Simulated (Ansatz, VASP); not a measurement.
**Mo in VASP and in Ansatz**

```
Mo
1.0
    -1.58022    1.58022    1.58022
     1.58022   -1.58022    1.58022
     3.16044    3.16044    0.00000
Mo
2
Cartesian
  0.0000 0.0000 0.0375
  1.5802 1.5802 1.5427
```

Change from the starting cell: mode 4 (132.6 1/cm) frozen in, largest displacement +0.037 Å.

Alike in both runs: task single point; functional PBE; k mesh 24 × 24 × 14; occupations gaussian, width 0.15 eV; no spin polarisation.

```csv
,VASP,Ansatz
version,VASP 6.6.1,Ansatz 0.2.0
potentials or method,"VASP PAW PBE potentials, release 64 (Mo_sv), cutoff 520 eV","scalar-relativistic, plane waves, PAW"
valence electrons in the cell,28,28
```

Ansatz gave:

* gap on the k mesh at the Fermi level (eV): none
* pressure (GPa): 0.3
* traceless stress, the component that is largest in VASP (GPa): 0.23
* rms of the force components (eV/Å): 0.152

Problem. Which values does VASP return?

Solution. gap on the k mesh at the Fermi level (eV): none; pressure (GPa): 0.8; traceless stress, the component that is largest in VASP (GPa): 0.23; rms of the force components (eV/Å): 0.154.

Atom by atom the forces differ by 0.002 eV/Å (rms over components). A gap of «none» marks a metal or a gap that the smearing closes. The functional is the same, so the differences come from potentials, cutoffs and numerics.
